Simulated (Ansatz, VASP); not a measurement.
Two plane-wave programs on Ag2O3

```xyz
10
Lattice="5.0229 0.0000 0.0000 0.0000 5.0229 0.0000 0.0000 0.0000 5.0229" Properties=species:S:1:pos:R:3 pbc="T T T"
Ag    1.2557    1.2557    1.2557
Ag    1.2557    3.7672    3.7672
Ag    3.7672    3.7672    1.2557
Ag    3.7672    1.2557    3.7672
O     2.5114    0.0000    0.0000
O     2.5114    0.0000    2.5114
O     0.0000    2.5114    0.0000
O     2.5114    2.5114    0.0000
O     0.0000    2.5114    2.5114
O     0.0000    0.0000    2.5114
```

Alike in both runs: functional r2SCAN; k mesh 7 × 7 × 7; occupations fermi-dirac, width 0.1 eV; no spin polarisation.

Ansatz relaxed the structure, and its values are those at the end. VASP's run is a single point on that final structure, the one shown.

```csv
,VASP,Ansatz
version,VASP 6.6.1,Ansatz 0.2.0
potentials or method,"VASP PAW PBE potentials, release 64 (Ag, O), cutoff 520 eV",PAW plane waves
valence electrons in the cell,80,112
```

|  | VASP | Ansatz | Ansatz less VASP |
| --- | --- | --- | --- |
| pressure (GPa) | 0.1 | 0.0 | -0.10 |

VASP's potentials were made for PBE, not for r2SCAN. With one functional, cell and mesh, what is left measures potentials, basis and numerics. VASP's potentials hold 80 valence electrons a cell and Ansatz's 112, so a difference there can come from the potentials and not from the codes. Ansatz's warnings: stress scf threshold loose.
